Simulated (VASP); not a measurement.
# Pt in VASP: relaxation of the atoms with LDA

Aim: the relaxation of the atoms of Pt with LDA.

Program: VASP 6.6.1. These are calculated values, not measurements. Logs are shortened: lines on timing, memory, paths and dates and some standing lists are left out, and cuts for length are marked.

### 1 The cell of the first run

The cell holds a slab with vacuum, 4 atoms: a = 2.753 Å, b = 2.753 Å, c = 18.841 Å, α = 90.00°, β = 90.00°, γ = 90.00°.

### 2 Relaxation of the atoms, LDA

INCAR reads:

```
SYSTEM = Pt
PREC = Accurate
ENCUT = 450
EDIFF = 1E-7
ISMEAR = -1
SIGMA = 0.05
LREAL = .False.
LASPH = .True.
NELM = 120
ALGO = Normal
ISIF = 2
LWAVE = .False.
LCHARG = .False.
LDIPOL = .True.
IDIPOL = 3
DIPOL = 0.5 0.5 0.500
GGA = CA
IBRION = 2
NSW = 60
EDIFFG = -0.01
GGA_COMPAT = .False.
NELMIN = 4
NELMDL = -8
```

KPOINTS reads:

```
Automatic mesh
0
Gamma
  15 15 1
  0 0 0
```

POSCAR reads:

```
Pt
1.0
    2.7533987117      0.0000000000      0.0000000000
    0.0000000000      2.7533987117      0.0000000000
    0.0000000000      0.0000000000     18.8408000000
Pt
4
Direct
    0.2500000000      0.2500000000      0.3449948861
    0.7500000000      0.7500000000      0.4483316283
    0.2500000000      0.2500000000      0.5516683711
    0.7500000000      0.7500000000      0.6550051139
```

Potentials or basis: VASP PAW LDA potentials, release 64 (Pt).

Command:

```
> cat potpaw_LDA.64/Pt/POTCAR > POTCAR
> mpirun -np 1 vasp_std > vasp.out
```

OUTCAR:

```text
SYSTEM = Pt
   PREC = Accurate
   ENCUT = 450
   EDIFF = 1E-7
   ISMEAR = -1
   LREAL = .False.
   LASPH = .True.
   NELM = 120
   ISIF = 2
   GGA = CA
   IBRION = 2
   NSW = 60
   EDIFFG = -0.01
   NELMIN = 4
   NELMDL = -8

 ion  position               nearest neighbor table
   1  0.250  0.250  0.345-   2 2.75   2 2.75   2 2.75   2 2.75
   2  0.750  0.750  0.448-   1 2.75   1 2.75   1 2.75   1 2.75   3 2.75   3 2.75   3 2.75   3 2.75

   3  0.250  0.250  0.552-   2 2.75   4 2.75   2 2.75   4 2.75   2 2.75   4 2.75   2 2.75   4 2.75

   4  0.750  0.750  0.655-   3 2.75   3 2.75   3 2.75   3 2.75

  LATTYP: Found a simple tetragonal cell.
 ALAT       =     2.7533987117
 C/A-ratio  =     6.8427430869

  Lattice vectors:

 A1 = (   2.7533987117,   0.0000000000,   0.0000000000)
 A2 = (   0.0000000000,   2.7533987117,   0.0000000000)
 A3 = (   0.0000000000,   0.0000000000,  18.8408000000)

Analysis of symmetry for initial positions (statically):
=====================================================================
 Subroutine PRICEL returns:
 Original cell was already a primitive cell.

 Routine SETGRP: Setting up the symmetry group for a
 simple tetragonal supercell.

 Subroutine GETGRP returns: Found 16 space group operations
 (whereof  4 operations were pure point group operations)
 out of a pool of 16 trial point group operations.

The static configuration has the point symmetry C_2h.
 The point group associated with its full space group is D_4h.

Analysis of symmetry for dynamics (positions and initial velocities):
=====================================================================
 Subroutine PRICEL returns:
 Original cell was already a primitive cell.

 Routine SETGRP: Setting up the symmetry group for a
 simple tetragonal supercell.

 Subroutine GETGRP returns: Found 16 space group operations
 (whereof  4 operations were pure point group operations)
 out of a pool of 16 trial point group operations.

The dynamic configuration has the point symmetry C_2h.
 The point group associated with its full space group is D_4h.

 Subroutine INISYM returns: Found 16 space group operations
 (whereof  4 operations are pure point group operations),
 and found     1 'primitive' translations

----------------------------------------------------------------------------------------

                                     Primitive cell

  volume of cell :     142.8360

  direct lattice vectors                    reciprocal lattice vectors
     2.753398712  0.000000000  0.000000000     0.363187502  0.000000000  0.000000000
     0.000000000  2.753398712  0.000000000     0.000000000  0.363187502  0.000000000
     0.000000000  0.000000000 18.840800000     0.000000000  0.000000000  0.053076302

  length of vectors
     2.753398712  2.753398712 18.840800000     0.363187502  0.363187502  0.053076302

  position of ions in fractional coordinates (direct lattice)
     0.250000000  0.250000000  0.344994886
     0.750000000  0.750000000  0.448331628
     0.250000000  0.250000000  0.551668371
     0.750000000  0.750000000  0.655005114

  ion indices of the primitive-cell ions
   primitive index   ion index
                 1           1
                 2           2
                 3           3
                 4           4

----------------------------------------------------------------------------------------

 KPOINTS: Automatic mesh

Automatic generation of k-mesh.
 Grid dimensions read from file:
 generate k-points for:   15   15    1

 Generating k-lattice:

  Cartesian coordinates                     Fractional coordinates (reciprocal lattice)
     0.024212500  0.000000000  0.000000000     0.066666667  0.000000000  0.000000000
     0.000000000  0.024212500  0.000000000     0.000000000  0.066666667  0.000000000
     0.000000000  0.000000000  0.053076302     0.000000000  0.000000000  1.000000000

  Length of vectors
     0.024212500  0.024212500  0.053076302

  Shift w.r.t. Gamma in fractional coordinates (k-lattice)
     0.000000000  0.000000000  0.000000000

 Subroutine IBZKPT returns following result:
 ===========================================

 Found     36 irreducible k-points:

 Following reciprocal coordinates:
            Coordinates               Weight
  0.000000  0.000000  0.000000      1.000000
  0.066667  0.000000  0.000000      4.000000
  0.133333  0.000000  0.000000      4.000000
  0.200000  0.000000  0.000000      4.000000
  0.266667  0.000000  0.000000      4.000000
  0.333333  0.000000  0.000000      4.000000
[... 16 lines left out ...]
  0.266667  0.200000  0.000000      8.000000
  0.333333  0.200000  0.000000      8.000000
 [... further k-points ...]
   k-points           NKPTS =     36   k-points in BZ     NKDIM =     36   number of bands    NBANDS=     24
   number of dos      NEDOS =    301   number of ions     NIONS =      4
   total plane-waves  NPLWV =  56000
   dimension x,y,z NGX =    20 NGY =   20 NGZ =  140
   dimension x,y,z NGXF=    40 NGYF=   40 NGZF=  280
   ions per type =               4
   NGX,Y,Z   is equivalent  to a cutoff of  12.08, 12.08, 12.35 a.u.
   NGXF,Y,Z  is equivalent  to a cutoff of  24.15, 24.15, 24.71 a.u.
 SYSTEM =  Pt
   PREC   = accura    normal or accurate (medium, high low for compatibility)
   ISTART =      0    job   : 0-new  1-cont  2-samecut
   ICHARG =      2    charge: 1-file 2-atom 10-const
   ISPIN  =      1    spin polarized calculation?
   LNONCOLLINEAR =      F non collinear calculations
   LSORBIT =      F    spin-orbit coupling
   LASPH  =      T    aspherical Exc in radial PAW
   ENCUT  =  450.0 eV  33.07 Ry    5.75 a.u.   4.76  4.76 32.59*2*pi/ulx,y,z
   NELM   =    120;   NELMIN=  4; NELMDL= -8     # of ELM steps
   EDIFF  = 0.1E-06   stopping-criterion for ELM
   LREAL  =      F    real-space projection
   EDIFFG = -.1E-01   stopping-criterion for IOM
   NSW    =     60    number of steps for IOM
   IBRION =      2    ionic relax: 0-MD 1-quasi-New 2-CG
   NFREE  =      1    steps in history (QN), initial steepest desc. (CG)
   ISIF   =      2    stress and relaxation
   ISYM   =      2    0-nonsym 1-usesym 2-fastsym
   POTIM  = 0.5000    time-step for ionic-motion
   TEBEG  =    0.0;   TEEND  =   0.0 temperature during run
   PSTRESS=    0.0 pullay stress
   NELECT =      40.0000    total number of electrons
   NUPDOWN=      -1.0000    fix difference up-down
   EMIN   =  10.00;   EMAX   =-10.00  energy-range for DOS
   EFERMI =   0.00;   METHOD = LEGACY
   ISMEAR =    -1;   SIGMA  =   0.05  broadening in eV -4-tet -1-fermi 0-gaus
   EFERMI_NEDOS =   21; number of points for ismear=-14 and -15
   IALGO  =     38    algorithm
   IMIX   =      4    mixing-type and parameters
     AMIX     =   0.40;   BMIX     =  1.00
     AMIX_MAG =   1.60;   BMIX_MAG =  1.00
  volume/ion in A,a.u.               =      35.71       240.98
  Fermi-wavevector in a.u.,A,eV,Ry     =   1.071065  2.024019 15.608322  1.147179
  Thomas-Fermi vector in A             =   2.206794
   LORBIT       =      0    0 simple, 1 ext, 2 COOP (PROOUT), +10 PAW based schemes
   GGA     = CA    functional components
   LHFCALC =     F    Hartree Fock is set to
   AEXX    =    0.0000 exact exchange contribution
   IVDW    =     0    specifies the selected vdW correction
   LEPSILON=     F    determine dielectric tensor
   LRPA    =     F    only Hartree local field effects (RPA)
 conjugate gradient relaxation of ions
 non-spin polarized calculation
  energy-cutoff  :      450.00
  volume of cell :      142.84
 maximum number of plane-waves:      3126
 NGX is ok and might be reduce to    20
   NGX =  9   NGY =  9   NGZ = 65

 dipolmoment           0.000000      0.000000     -0.000000 electrons x Angstroem

--------------------------------------- Ionic step        1  -------------------------------------------

 number of electron      39.9999999 magnetization

 Free energy of the ion-electron system (eV)
  ---------------------------------------------------
  ext. energy  EPLUGINS =         0.00000000
  ---------------------------------------------------
  free energy    TOTEN  =       -27.77355814 eV

  energy without entropy =      -27.71422957  energy(sigma->0) =      -27.74389386

------------------------ aborting loop because EDIFF is reached ----------------------------------------

  FORCE on cell =-STRESS in cart. coord.  units (eV):
  Direction    XX          YY          ZZ          XY          YZ          ZX
  --------------------------------------------------------------------------------------
  -------------------------------------------------------------------------------------
  Total       -4.9472943     -4.9472943     -2.0698909     -0.0000000     -0.0000000      0.0000000
  in kB      -55.4933286    -55.4933286    -23.2177694     -0.0000000     -0.0000000      0.0000000
  external PRESSURE =     -44.7348089 kB  Pullay stress =       0.0000000 kB
[... 175 lines left out ...]
  energy  without entropy=      -27.7447904856  energy(sigma->0) =      -27.77210771

--------------------------------------- Ionic step        6  -------------------------------------------

 number of electron      39.9999999 magnetization

 dipolmoment           0.000000      0.000000      0.000000 electrons x Angstroem

 Free energy of the ion-electron system (eV)
  ---------------------------------------------------
  ext. energy  EPLUGINS =         0.00000000
  ---------------------------------------------------
  free energy    TOTEN  =       -27.79946779 eV

  energy without entropy =      -27.74500311  energy(sigma->0) =      -27.77223545

 E-fermi :   1.2316     XC(G=0):  -6.7335

 val. band max:        1.2197787656   @ k =   0.0667   0.0667   0.0000
 cond. band min:       1.2563754701   @ k =   0.4667   0.2000   0.0000
 fundamental gap:      0.0365967045
 Fermi energy:         1.2316450087

 k-point     1 :       0.0000    0.0000    0.0000
  band No.  band energies     occupation
      1      -8.6702      2.00000
      2      -6.8102      2.00000
      3      -5.7218      2.00000
      4      -5.4820      2.00000
      5      -5.2399      2.00000
      6      -4.5485      2.00000
[... 637 lines left out ...]
     23       3.6118      0.00000
     24       6.0059      0.00000

 [... further k-points ...]

------------------------ aborting loop because EDIFF is reached ----------------------------------------

 vacuum level on the upper side and lower side of the slab       (xc-potential included)        -0.136        -0.136

  FORCE on cell =-STRESS in cart. coord.  units (eV):
  Direction    XX          YY          ZZ          XY          YZ          ZX
  --------------------------------------------------------------------------------------
  -------------------------------------------------------------------------------------
  Total       -3.2956196     -3.2956196      0.0150779      0.0000000     -0.0000000      0.0000000
  in kB      -36.9666510    -36.9666510      0.1691273      0.0000000     -0.0000000      0.0000000
  external PRESSURE =     -24.5880582 kB  Pullay stress =       0.0000000 kB

 VOLUME and BASIS-vectors are now :
 -----------------------------------------------------------------------------
  energy-cutoff  :      450.00
  volume of cell :      142.84
      direct lattice vectors                 reciprocal lattice vectors
     2.753398712  0.000000000  0.000000000     0.363187502  0.000000000  0.000000000
     0.000000000  2.753398712  0.000000000     0.000000000  0.363187502  0.000000000
     0.000000000  0.000000000 18.840800000     0.000000000  0.000000000  0.053076302
[... 10 lines left out ...]
  FREE ENERGIE OF THE ION-ELECTRON SYSTEM (eV)
  ---------------------------------------------------
  free  energy   TOTEN  =       -27.7994677918 eV

  energy  without entropy=      -27.7450031138  energy(sigma->0) =      -27.77223545

 reached required accuracy - stopping structural energy minimisation

 vacuum level on the upper side and lower side of the slab         7.092         7.092
```

It took 5.1 min on 1 thread of Intel Xeon Platinum 8488C (Sapphire Rapids), shared host; peak memory 0.23 GiB.

Results:

```
Free energy                  : -27.7995 eV
Energy gained by relaxing    : 6.5 meV/atom
Ionic steps                  : 6
Largest force after relaxing : 0.008 eV/Å
Band gap on the k mesh       : zero (bands 20 and 21 overlap by 1.56 eV)
```

Forces in eV/Å, atoms in the order of the input:
```
Pt   0.000  0.000 -0.006
Pt   0.000  0.000  0.008
Pt   0.000  0.000 -0.008
Pt   0.000  0.000  0.006
```

The path:
```
step  energy change (eV)  largest force (eV/Å)  pressure (GPa)
   1              0.0000                0.4338           -4.47
   2             -0.0144                0.1956           -3.84
   3             -0.0150                0.2394           -3.67
   4             -0.0213                0.1623           -3.25
   5             -0.0259                0.0239           -2.54
   6             -0.0259                0.0082           -2.46
```

Final structure:
```
Pt
1.0
     2.75340    0.00000    0.00000
     0.00000    2.75340    0.00000
     0.00000    0.00000   18.84080
Pt
4
Direct
  0.25000 0.25000 0.34837
  0.75000 0.75000 0.44882
  0.25000 0.25000 0.55118
  0.75000 0.75000 0.65163
```

Levels at points of the mesh, in eV from the Fermi level:
| k point | band 18 | band 19 | band 20 | band 21 | band 22 | band 23 |
| --- | --- | --- | --- | --- | --- | --- |
| (0.00, 0.00, 0.00) | -0.78 | -0.78 | -0.10 | 0.14 | 0.27 | 0.27 |

Caveat: spin-orbit coupling is left out, which moves the levels of the heavy elements.
